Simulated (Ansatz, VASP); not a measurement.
**Two plane-wave programs on Al**

```
CELL_PARAMETERS angstrom
2.85007 0.05344 0.00000
-1.37876 2.44151 0.00000
0.00000 0.00000 4.63732
ATOMIC_POSITIONS crystal
Al 0.66667 0.33333 0.75000
Al 0.33333 0.66667 0.25000
```

Change from the starting cell: strain +0.0375 x Voigt [0, 0, 0, 0, 0, 1], atoms carried along.

Alike in both runs: task single point; functional PBEsol; k mesh 24 × 24 × 14; occupations gaussian, width 0.15 eV; no spin polarisation.

```csv
,VASP,Ansatz
version,VASP 6.6.1,Ansatz 0.2.0
potentials or method,"VASP PAW PBE potentials, release 64 (Al), cutoff 520 eV","scalar-relativistic, plane waves, PAW"
valence electrons in the cell,6,6
```

```tsv
	VASP	Ansatz	Ansatz less VASP
gap on the k mesh at the Fermi level (eV)	none	none	-
pressure (GPa)	0.2	0.1	-0.06
traceless stress, the component that is largest in VASP (GPa)	-1.02	-1.01	+0.008
rms of the force components (eV/Å)	0.007	0.007	-0.0002
```

VASP's potentials were made for PBE, not for PBEsol. Atom by atom the forces differ by 0.000 eV/Å (rms over components). A gap of «none» marks a metal or a gap that the smearing closes.
